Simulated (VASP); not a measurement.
# Ir (Fm-3m) in VASP: single point with r2SCAN

Aim: the single point of Ir with r2SCAN.

Program: VASP 6.6.1. These are calculated values, not measurements. Logs are shortened: lines on timing, memory, paths and dates and some standing lists are left out, and cuts for length are marked.

### 1 The cell of the first run

The structure is cubic, space group Fm-3m (No. 225). The conventional cell has a = 3.844 Å, b = 3.844 Å, c = 3.844 Å, α = 90.00°, β = 90.00°, γ = 90.00°. Within 3.6 Å of Ir (site symmetry m-3m) lie 12 Ir at 2.72 Å.

### 2 Single point, r2SCAN

POSCAR

```
Ir
1.0
    0.0000000000      1.9221062904      1.9221062904
    1.9221062904      0.0000000000      1.9221062904
    1.9221062904      1.9221062904      0.0000000000
Ir
1
Direct
    0.0000000000      0.0000000000      0.0000000000
```

INCAR.step1

```
ALGO = Normal
EDIFF = 1E-4
ENCUT = 520
GGA = PE
ISMEAR = 1
LASPH = True
LCHARG = False
LREAL = False
LWAVE = True
NBANDS = 10
NELM = 100
PREC = Accurate
SIGMA = 0.1
```

INCAR.step2

```
ALGO = Normal
EDIFF = 1E-6
ENCUT = 520
ISIF = 2
ISMEAR = 1
ISTART = 1
LASPH = True
LCHARG = False
LMIXTAU = True
LREAL = False
LWAVE = False
METAGGA = R2SCAN
NBANDS = 10
NELM = 100
PREC = Accurate
SIGMA = 0.1
```

KPOINTS

```
k-points
0
Gamma
  21 21 21
```

Potentials or basis: VASP PAW PBE potentials, release 64 (Ir).

Started as:

```
$ cat potpaw_PBE.64/Ir/POTCAR > POTCAR
$ cp INCAR.step1 INCAR
$ mpirun -np 1 vasp_std > vasp.out
$ cp INCAR.step2 INCAR
$ mpirun -np 1 vasp_std > vasp.out
```

OUTCAR:

```text
EDIFF = 1E-6
   ENCUT = 520
   ISIF = 2
   ISMEAR = 1
   ISTART = 1
   LASPH = True
   LREAL = False
   METAGGA = R2SCAN
   NELM = 100
   PREC = Accurate

 ion  position               nearest neighbor table
   1  0.000  0.000  0.000-

  LATTYP: Found a face centered cubic cell.
 ALAT       =     3.8442125808

  Lattice vectors:

 A1 = (   0.0000000000,   1.9221062904,   1.9221062904)
 A2 = (   1.9221062904,   0.0000000000,   1.9221062904)
 A3 = (   1.9221062904,   1.9221062904,   0.0000000000)

Analysis of symmetry for initial positions (statically):
=====================================================================
 Subroutine PRICEL returns:
 Original cell was already a primitive cell.

 Routine SETGRP: Setting up the symmetry group for a
 face centered cubic supercell.

 Subroutine GETGRP returns: Found 48 space group operations
 (whereof 48 operations were pure point group operations)
 out of a pool of 48 trial point group operations.

The static configuration has the point symmetry O_h .

Analysis of symmetry for dynamics (positions and initial velocities):
=====================================================================
 Subroutine PRICEL returns:
 Original cell was already a primitive cell.

 Routine SETGRP: Setting up the symmetry group for a
 face centered cubic supercell.

 Subroutine GETGRP returns: Found 48 space group operations
 (whereof 48 operations were pure point group operations)
 out of a pool of 48 trial point group operations.

The dynamic configuration has the point symmetry O_h .

 Subroutine INISYM returns: Found 48 space group operations
 (whereof 48 operations are pure point group operations),
 and found     1 'primitive' translations

----------------------------------------------------------------------------------------

                                     Primitive cell

  volume of cell :      14.2024

  direct lattice vectors                    reciprocal lattice vectors
     0.000000000  1.922106290  1.922106290    -0.260131296  0.260131296  0.260131296
     1.922106290  0.000000000  1.922106290     0.260131296 -0.260131296  0.260131296
     1.922106290  1.922106290  0.000000000     0.260131296  0.260131296 -0.260131296

  length of vectors
     2.718268784  2.718268784  2.718268784     0.450560621  0.450560621  0.450560621

  position of ions in fractional coordinates (direct lattice)
     0.000000000  0.000000000  0.000000000

  ion indices of the primitive-cell ions
   primitive index   ion index
                 1           1

----------------------------------------------------------------------------------------

 KPOINTS: k-points

Automatic generation of k-mesh.
 Grid dimensions read from file:
 generate k-points for:   21   21   21

 Generating k-lattice:

  Cartesian coordinates                     Fractional coordinates (reciprocal lattice)
    -0.012387205  0.012387205  0.012387205     0.047619048  0.000000000  0.000000000
     0.012387205 -0.012387205  0.012387205     0.000000000  0.047619048  0.000000000
     0.012387205  0.012387205 -0.012387205     0.000000000  0.000000000  0.047619048

  Length of vectors
     0.021455268  0.021455268  0.021455268

  Shift w.r.t. Gamma in fractional coordinates (k-lattice)
     0.000000000  0.000000000  0.000000000

 Subroutine IBZKPT returns following result:
 ===========================================

 Found    286 irreducible k-points:

 Following reciprocal coordinates:
            Coordinates               Weight
  0.000000  0.000000  0.000000      1.000000
  0.047619  0.000000  0.000000      8.000000
  0.095238  0.000000  0.000000      8.000000
  0.142857  0.000000  0.000000      8.000000
  0.190476  0.000000  0.000000      8.000000
  0.238095  0.000000  0.000000      8.000000
[... 16 lines left out ...]
 -0.428571  0.047619  0.000000     24.000000
 -0.380952  0.047619  0.000000     24.000000
 [... further k-points ...]
   k-points           NKPTS =    286   k-points in BZ     NKDIM =    286   number of bands    NBANDS=     10
   number of dos      NEDOS =    301   number of ions     NIONS =      1
   total plane-waves  NPLWV =   8000
   dimension x,y,z NGX =    20 NGY =   20 NGZ =   20
   dimension x,y,z NGXF=    40 NGYF=   40 NGZF=   40
   ions per type =               1
   NGX,Y,Z   is equivalent  to a cutoff of  12.23, 12.23, 12.23 a.u.
   NGXF,Y,Z  is equivalent  to a cutoff of  24.46, 24.46, 24.46 a.u.
 SYSTEM =  unknown system
   PREC   = accura    normal or accurate (medium, high low for compatibility)
   ISTART =      1    job   : 0-new  1-cont  2-samecut
   ICHARG =      0    charge: 1-file 2-atom 10-const
   ISPIN  =      1    spin polarized calculation?
   LNONCOLLINEAR =      F non collinear calculations
   LSORBIT =      F    spin-orbit coupling
   LASPH  =      T    aspherical Exc in radial PAW
   ENCUT  =  520.0 eV  38.22 Ry    6.18 a.u.   5.05  5.05  5.05*2*pi/ulx,y,z
   NELM   =    100;   NELMIN=  2; NELMDL=  0     # of ELM steps
   EDIFF  = 0.1E-05   stopping-criterion for ELM
   LREAL  =      F    real-space projection
   EDIFFG = 0.1E-04   stopping-criterion for IOM
   NSW    =      0    number of steps for IOM
   IBRION =     -1    ionic relax: 0-MD 1-quasi-New 2-CG
   NFREE  =      0    steps in history (QN), initial steepest desc. (CG)
   ISIF   =      2    stress and relaxation
   ISYM   =      2    0-nonsym 1-usesym 2-fastsym
   POTIM  = 0.5000    time-step for ionic-motion
   TEBEG  =    0.0;   TEEND  =   0.0 temperature during run
   PSTRESS=    0.0 pullay stress
   NELECT =       9.0000    total number of electrons
   NUPDOWN=      -1.0000    fix difference up-down
   EMIN   =  10.00;   EMAX   =-10.00  energy-range for DOS
   EFERMI =   0.00;   METHOD = LEGACY
   ISMEAR =     1;   SIGMA  =   0.10  broadening in eV -4-tet -1-fermi 0-gaus
   EFERMI_NEDOS =   21; number of points for ismear=-14 and -15
   IALGO  =     38    algorithm
   IMIX   =      4    mixing-type and parameters
     AMIX     =   0.40;   BMIX     =  1.00
     AMIX_MAG =   1.60;   BMIX_MAG =  1.00
  volume/ion in A,a.u.               =      14.20        95.84
  Fermi-wavevector in a.u.,A,eV,Ry     =   1.406161  2.657258 26.902633  1.977288
  Thomas-Fermi vector in A             =   2.528549
   LORBIT       =      0    0 simple, 1 ext, 2 COOP (PROOUT), +10 PAW based schemes
   METAGGA = R2SCAN    functional components
   LHFCALC =     F    Hartree Fock is set to
   AEXX    =    0.0000 exact exchange contribution
   IVDW    =     0    specifies the selected vdW correction
   LEPSILON=     F    determine dielectric tensor
   LRPA    =     F    only Hartree local field effects (RPA)
 non-spin polarized calculation
 Methfessel and Paxton  Order N= 1 SIGMA  =   0.10
  energy-cutoff  :      520.00
  volume of cell :       14.20
 maximum number of plane-waves:       391
   NGX = 11   NGY = 11   NGZ = 11

 number of electron       9.0000000 magnetization

 Free energy of the ion-electron system (eV)
  ---------------------------------------------------
  ext. energy  EPLUGINS =         0.00000000
  ---------------------------------------------------
  free energy    TOTEN  =       -52.36550513 eV

  energy without entropy =      -52.36543705  energy(sigma->0) =      -52.36548244

 E-fermi :  10.1453     XC(G=0): -15.3004

 val. band max:       10.1379144611   @ k =   0.3333   0.0952   0.0000
 cond. band min:      10.1666705597   @ k =   0.4762   0.2381   0.0952
 fundamental gap:      0.0287560986
 Fermi energy:        10.1452622098

 k-point     1 :       0.0000    0.0000    0.0000
  band No.  band energies     occupation
      1      -1.3767      2.00000
      2       6.1347      2.00000
      3       6.1347      2.00000
      4       6.1347      2.00000
      5       8.8298      2.00000
      6       8.8298      2.00000
      7      25.2196      0.00000
      8      31.0596      0.00000
      9      31.0596      0.00000
     10      31.0596      0.00000

 k-point     2 :       0.0476    0.0000    0.0000
  band No.  band energies     occupation
      1      -1.2712      2.00000
      2       6.0773      2.00000
      3       6.1808      2.00000
      4       6.1808      2.00000
      5       8.8001      2.00000
      6       8.8001      2.00000
      7      25.4005      0.00000
      8      30.4941      0.00000
      9      31.2297      0.00000
     10      31.2297      0.00000

 k-point     3 :       0.0952    0.0000    0.0000
  band No.  band energies     occupation
      1      -0.9627      2.00000
      2       5.9234      2.00000
      3       6.3064      2.00000
      4       6.3064      2.00000
      5       8.7287      2.00000
      6       8.7287      2.00000
      7      25.9099      0.00000
      8      29.2762      0.00000
      9      31.7279      0.00000
     10      31.7279      0.00000

 k-point     4 :       0.1429    0.0000    0.0000
  band No.  band energies     occupation
      1      -0.4773      2.00000
      2       5.7252      2.00000
      3       6.4676      2.00000
      4       6.4676      2.00000
      5       8.6720      2.00000
      6       8.6720      2.00000
      7      26.6310      0.00000
      8      27.9052      0.00000
      9      32.5187      0.00000
     10      32.5187      0.00000
[... 222 lines left out ...]
 k-point    22 :      -0.4762    0.0476    0.0000
  band No.  band energies     occupation
      1       1.8256      2.00000
      2       5.9015      2.00000
      3       6.0545      2.00000
      4       8.9448      2.00000
      5      10.9979     -0.00000
      6      11.5883     -0.00000
      7      17.7060      0.00000
      8      25.0257      0.00000
      9      30.6123      0.00000
     10      30.8857      0.00000

 k-point    23 :      -0.4286    0.0476    0.0000
  band No.  band energies     occupation
      1       1.8334      2.00000
      2       5.9571      2.00000
      3       6.0856      2.00000
      4       8.5242      2.00000
      5      10.7333     -0.00000
      6      11.4204     -0.00000
      7      18.4107      0.00000
      8      25.1942      0.00000
      9      30.6948      0.00000
     10      31.4784      0.00000

 k-point    24 :      -0.3810    0.0476    0.0000
  band No.  band energies     occupation
      1       1.8307      2.00000
      2       6.0715      2.00000
      3       6.1783      2.00000
      4       7.6474      2.00000
      5      10.2909     -0.05907
      6      11.0242     -0.00000
      7      19.8139      0.00000
      8      25.6191      0.00000
      9      31.2327      0.00000
     10      32.5360      0.00000

 [... further k-points ...]
[... 5 lines left out ...]
  --------------------------------------------------------------------------------------
  -------------------------------------------------------------------------------------
  Total        0.2186971      0.2186971      0.2186971      0.0000000      0.0000000      0.0000000
  in kB       24.6712660     24.6712660     24.6712660      0.0000000      0.0000000      0.0000000
  external PRESSURE =      24.6712660 kB  Pullay stress =       0.0000000 kB

 VOLUME and BASIS-vectors are now :
 -----------------------------------------------------------------------------
  energy-cutoff  :      520.00
  volume of cell :       14.20
      direct lattice vectors                 reciprocal lattice vectors
     0.000000000  1.922106290  1.922106290    -0.260131296  0.260131296  0.260131296
     1.922106290  0.000000000  1.922106290     0.260131296 -0.260131296  0.260131296
     1.922106290  1.922106290  0.000000000     0.260131296  0.260131296 -0.260131296

 POSITION                                       TOTAL-FORCE (eV/Angst)
 -----------------------------------------------------------------------------------
      0.00000      0.00000      0.00000         0.000000     -0.000000     -0.000000
 -----------------------------------------------------------------------------------
    total drift:                                0.000000     -0.000000     -0.000000

  FREE ENERGIE OF THE ION-ELECTRON SYSTEM (eV)
  ---------------------------------------------------
  free  energy   TOTEN  =       -52.3655051321 eV

  energy  without entropy=      -52.3654370528  energy(sigma->0) =      -52.36548244
```

It took 69 s on 1 thread of Intel Xeon 6975P-C, shared host; peak memory 0.16 GiB.

Results:

| Item | Value |
| --- | --- |
| Free energy | -52.3655 eV |
| Pressure | 2.5 GPa |

Levels at points of the mesh, in eV from the Fermi level:
```csv
k point,band 2,band 3,band 4,band 5,band 6,band 7
"(0.00, 0.00, 0.00)",-4.01,-4.01,-4.01,-1.32,-1.32,15.07
```

Caveat: the PAW data sets were made with another functional, which shifts forces and pressure a little; spin-orbit coupling is left out, which moves the levels of the heavy elements.
